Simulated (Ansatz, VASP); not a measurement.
## TiO in VASP and in Ansatz

INCAR

```
PREC = Accurate
ENCUT = 520
EDIFF = 1E-6
ISMEAR = 0
SIGMA = 0.1
LREAL = F
LASPH = T
NELM = 60
ALGO = Normal
ISIF = 2
LWAVE = F
LCHARG = F
GGA = PS
NBANDS = 36
```

Contents of KPOINTS:

```
regular mesh
0
Gamma
  12 12 12
```

Contents of POSCAR:

```
TiO
1.0
    4.9890877720      0.0000000000      0.0000000000
   -2.4945438860      4.3206767523      0.0000000000
    0.0000000000      0.0000000000      2.8733134400
Ti O
3 3
Direct
    0.6666666700      0.3333333300      0.5000000000
    0.3333333300      0.6666666700      0.5000000000
    0.0000000000      0.0000000000      0.0000000000
    0.6055592400      0.6055592400      0.0000000000
    0.3944407600      0.0000000000      0.0000000000
    0.0000000000      0.3944407600      0.0000000000
```

Input for Ansatz:

```yaml
crystal:
  lattice:
    - [4.989087772, 0.0, 0.0]
    - [-2.494543886, 4.3206767523, 0.0]
    - [0.0, 0.0, 2.87331344]
  atoms:
    - { symbol: Ti, position: [0.66666667, 0.33333333, 0.5] }
    - { symbol: Ti, position: [0.33333333, 0.66666667, 0.5] }
    - { symbol: Ti, position: [0.0, 0.0, 0.0] }
    - { symbol: O, position: [0.60555924, 0.60555924, 0.0] }
    - { symbol: O, position: [0.39444076, 0.0, 0.0] }
    - { symbol: O, position: [0.0, 0.39444076, 0.0] }
basis:
  ecutwfc: 420
kpoints:
  mp_grid: { grid: [12, 12, 12] }
hamiltonian:
  xc: pbesol
scf:
  occupations: { method: gaussian, width: 0.1 }
output:
  forces: true
  stress: true
  eigenvalues: true
  populations: true
```

Alike in both runs: task single point; functional PBEsol; k mesh 12 × 12 × 12; occupations gaussian, width 0.1 eV; no spin polarisation.

|  | VASP | Ansatz |
| --- | --- | --- |
| version | VASP 6.6.1 | Ansatz 0.2.0 |
| potentials or method | VASP PAW PBE potentials, release 64 (Ti_sv, O), cutoff 520 eV | scalar-relativistic, plane waves, PAW |
| valence electrons in the cell | 54 | 54 |

```csv
,VASP,Ansatz,Ansatz less VASP
gap on the k mesh at the Fermi level (eV),none,none,-
pressure (GPa),-5.0,-5.8,-0.73
"traceless stress, the component that is largest in VASP (GPa)",-1.37,-1.32,+0.054
rms of the force components (eV/Å),0.007,0.012,+0.0046
```

VASP's potentials were made for PBE, not for PBEsol. Atom by atom the forces differ by 0.005 eV/Å (rms over components). A gap of «none» marks a metal or a gap that the smearing closes.
